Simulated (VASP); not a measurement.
Write the native input for VASP 6.6.1 that does the following.

```yaml
Task: single point
Functional: PBE
Potentials_or_basis: VASP PAW PBE potentials, release 64 (Al, Ga_d, As)
Cutoff: 520 eV
k_mesh: 8 × 8 × 4
Occupations: gaussian, width 0.02 eV
Spin: no spin polarisation
Dipole_correction: no
Further_INCAR_settings: ALGO = Normal; EDIFF = 1e-07; NBANDS = 31
```

The structure of Al3GaAs4 lies in POSCAR:

```
Al3GaAs4
1.0
    4.0554811294      0.0000000000      0.0000000000
    0.0000000000      4.0554811294      0.0000000000
    0.0000000000      0.0000000000     11.4558323003
Al Ga As
3 1 4
Direct
    0.0000000000      0.0000000000      0.7502373160
    0.5000000000      0.5000000000      0.0000000000
    0.0000000000      0.0000000000      0.2497626840
    0.5000000000      0.5000000000      0.5000000000
    0.5000000000      0.0000000000      0.8751053014
    0.0000000000      0.5000000000      0.1248946986
    0.5000000000      0.0000000000      0.3741314745
    0.0000000000      0.5000000000      0.6258685255
```

The input as run:

INCAR

```
PREC = Accurate
ENCUT = 520
EDIFF = 1E-7
ISMEAR = 0
SIGMA = 0.02
LREAL = False
LASPH = True
NELM = 60
ALGO = Normal
ISIF = 2
LWAVE = False
LCHARG = True
GGA = PE
LELF = True
LVHAR = True
NBANDS = 31
```

KPOINTS

```
regular mesh
0
Gamma
  8 8 4
```

Potentials or basis: VASP PAW PBE potentials, release 64 (Al, Ga_d, As).

Run with:

```bash
$ cat potpaw_PBE.64/Al/POTCAR potpaw_PBE.64/Ga_d/POTCAR potpaw_PBE.64/As/POTCAR > POTCAR
$ mpirun -np 1 vasp_std > vasp.out
```

Results of the run:

| Item | Value |
| --- | --- |
| Pressure | 0.2 GPa |
| Largest force | 0.004 eV/Å |
| Band gap on the k mesh | 1.27 eV |

Wall time 4.5 min on 1 thread of Intel(R) Xeon(R) Platinum 8488C (Sapphire Rapids) (shared host), peak memory 0.42 GiB.
